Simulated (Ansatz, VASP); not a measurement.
**Se in VASP and in Ansatz**

The input INCAR:

```
  PREC = Accurate
  ENCUT = 520
  EDIFF = 1E-6
  ISMEAR = -1
  SIGMA = 0.05
  LREAL = False
  LASPH = True
  NELM = 100
  ALGO = Normal
  ISIF = 2
  LWAVE = False
  LCHARG = False
  NBANDS = 16
```

File KPOINTS:

```
regular mesh
0
Gamma
  7 7 6
```

Contents of POSCAR:

```
Se
1.0
    4.3951160745      0.0000000000      0.0000000000
   -2.1975580372      3.8062821731      0.0000000000
    0.0000000000      0.0000000000      4.9864062541
Se
3
Direct
    0.7746000000      0.7746000000      0.0000000000
    0.0000000000      0.2254000000      0.6666666667
    0.2254000000      0.0000000000      0.3333333333
```

input.yaml

```yaml
crystal:
  lattice:
    - [4.3951160745, 0.0, 0.0]
    - [-2.1975580372, 3.8062821731, 0.0]
    - [0.0, 0.0, 4.9864062541]
  atoms:
    - { symbol: Se, position: [0.7746, 0.7746, 0.0] }
    - { symbol: Se, position: [0.0, 0.2254, 0.6666666667] }
    - { symbol: Se, position: [0.2254, 0.0, 0.3333333333] }
kpoints:
  mp_grid: { grid: [7, 7, 6] }
scf:
  occupations: { method: fermi_dirac, width: 0.05 }
hamiltonian:
  xc: lda
  pseudopotentials: { kind: all_electron, lapw: { basis_error: 0.002 } }
output:
  forces: true
  stress: true
  eigenvalues: true
```

Change from the starting cell: volume scaled by 1.02.

Alike in both runs: task single point; functional LDA; k mesh 7 × 7 × 6; occupations fermi-dirac, width 0.05 eV; no spin polarisation.

```csv
,VASP,Ansatz
version,VASP 6.6.1,Ansatz 0.2.0
potentials or method,"VASP PAW LDA potentials, release 64 (Se), cutoff 520 eV","all-electron LAPW, scalar-relativistic"
```

|  | VASP | Ansatz | Ansatz less VASP |
| --- | --- | --- | --- |
| gap on the k mesh at the Fermi level (eV) | 1.11 | 1.12 | +0.009 |
| least direct gap on the mesh (eV) | 1.37 | 1.39 | +0.019 |
| pressure (GPa) | -2.1 | -2.3 | -0.18 |
| traceless stress, the component that is largest in VASP (GPa) | 0.54 | 0.46 | -0.080 |
| rms of the force components (eV/Å) | 0.037 | 0.009 | -0.0275 |

LDA's correlation is that of Perdew and Zunger in VASP and of Perdew and Wang (1992) in Ansatz. Atom by atom the forces differ by 0.028 eV/Å (rms over components). Ansatz ran all-electron here, and VASP with PAW potentials.
